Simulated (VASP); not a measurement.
TiClF, 6 atoms in the cell. Symmetry: P4/nmm, No. 129, tetragonal system. Conventional cell: a = 3.882 Å, b = 3.882 Å, c = 7.958 Å, α = 90.00°, β = 90.00°, γ = 90.00°. Within 2.9 Å of Ti (site symmetry 4mm) lie 1 F at 2.18 Å and 4 Ti at 2.87 Å. Within 3.6 Å of Cl (site symmetry 4mm) lie 5 F at 2.72 to 2.75 Å and 5 Ti at 3.07 to 3.53 Å. F (site symmetry 4mm) has 1 Ti at 2.18 Å and 5 Cl at 2.72 to 2.75 Å within 2.9 Å. The cell was generated, and may not be a known phase.

```yaml
Program: VASP 6.6.1
Task: relaxation of cell and atoms
Functional: PBE
Potentials_or_basis: VASP PAW PBE potentials, release 64 (Ti_sv, Cl, F)
Cutoff: 600 eV
k_mesh: 4 × 4 × 2
Occupations: gaussian, width 0.1 eV
Spin: collinear spin
Starting_moments: "[1.0, 1.0, 0.0, 0.0, 0.0, 0.0] μB"
Dipole_correction: no
Further_INCAR_settings: ALGO = Normal; EDIFF = 1e-06; IBRION = 2; EDIFFG = -0.04; NSW = 90; ISIF = 3
```

Potentials or basis: VASP PAW PBE potentials, release 64 (Ti_sv, Cl, F).

Run with:

```sh
$ cat potpaw_PBE.64/Ti_sv/POTCAR potpaw_PBE.64/Cl/POTCAR potpaw_PBE.64/F/POTCAR > POTCAR
$ mpirun -np 1 vasp_std > vasp.out
```

Hardware: 1 thread of Intel(R) Xeon(R) Platinum 8488C (Sapphire Rapids), with other jobs on the host.

Estimate the wall time of this run.

Wall time 47 min on 1 thread of Intel(R) Xeon(R) Platinum 8488C (Sapphire Rapids) (shared host), peak memory 0.39 GiB. Counts: scf iterations 446, k points 12, ion steps 39.
